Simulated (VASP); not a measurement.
The system is MgBe2SeO2.

```
Mg Be Se O
1.0
     4.21478    0.00000    0.00000
    -2.10739    3.65010    0.00000
     0.00000    0.00000    5.25971
Mg Be Se O
1 2 1 2
Direct
  0.00000 0.00000 0.50000
  0.33333 0.66667 0.00000
  0.66667 0.33333 0.00000
  0.00000 0.00000 0.00000
  0.00000 0.00000 0.25097
  0.00000 0.00000 0.74903
```

The cell was built from a structure type or drawn by symmetry, and may not be a known phase.

```yaml
Program: VASP 6.6.1
Task: relaxation of cell and atoms
Functional: PBE
Potentials_or_basis: VASP PAW PBE potentials, release 64 (Mg, Be, Se, O)
Cutoff: 600 eV
k_mesh: 6 × 6 × 4
Occupations: gaussian, width 0.1 eV
Spin: no spin polarisation
```

At the start: pressure 140.1 GPa; volume 13.49 Å³/atom.

**Question.** Where does the relaxation end?

**Answer.** Over 18 steps the energy falls by 4724.3 meV/atom and the volume is 18.40 Å³/atom (+36.5 %); space group P6/mmm (No. 191, to 0.1 Å) before and after.

The path:
```
step  energy change (eV)  largest force (eV/Å)  pressure (GPa)  volume (Å³)
   1              0.0000                4.6288          140.07        80.92
   2             -0.5848                1.1918          -21.59       220.13
   3            -25.0983                0.6353          -12.60       136.01
   4            -26.3355                1.7733           -9.60       129.45
   5            -27.2240                7.3492            7.09       112.01
   6            -27.4648                4.6388           -1.56       118.93
   7            -27.4973                5.1380           -0.01       117.49
   8            -27.4986                5.4035            0.81       116.76
   9            -28.0199                1.2749           -5.93       118.51
  10            -28.1795                0.3883           -4.75       117.85
  11            -28.2494                1.0850            1.95       110.45
  12            -28.3321                0.3322           -1.07       113.44
  13            -28.3418                0.1060           -0.36       112.11
  14            -28.3418                0.1396           -0.30       112.01
  15            -28.3446                0.0826           -0.24       111.33
  16            -28.3456                0.0322           -0.18       110.66
  17            -28.3457                0.0097            0.16       110.23
  18            -28.3458                0.0087            0.01       110.42
```

Final structure:
```
Mg Be Se O
1.0
     4.14215    0.00000    0.00000
    -2.07107    3.58721    0.00000
     0.00000    0.00000    7.43115
Mg Be Se O
1 2 1 2
Direct
  0.00000 0.00000 0.50000
  0.33333 0.66667 0.00000
  0.66667 0.33333 0.00000
  0.00000 0.00000 0.00000
  0.00000 0.00000 0.25891
  0.00000 0.00000 0.74109
```

Caveat: the volume moved by over 15 % at a fixed basis, so the end points are rough.
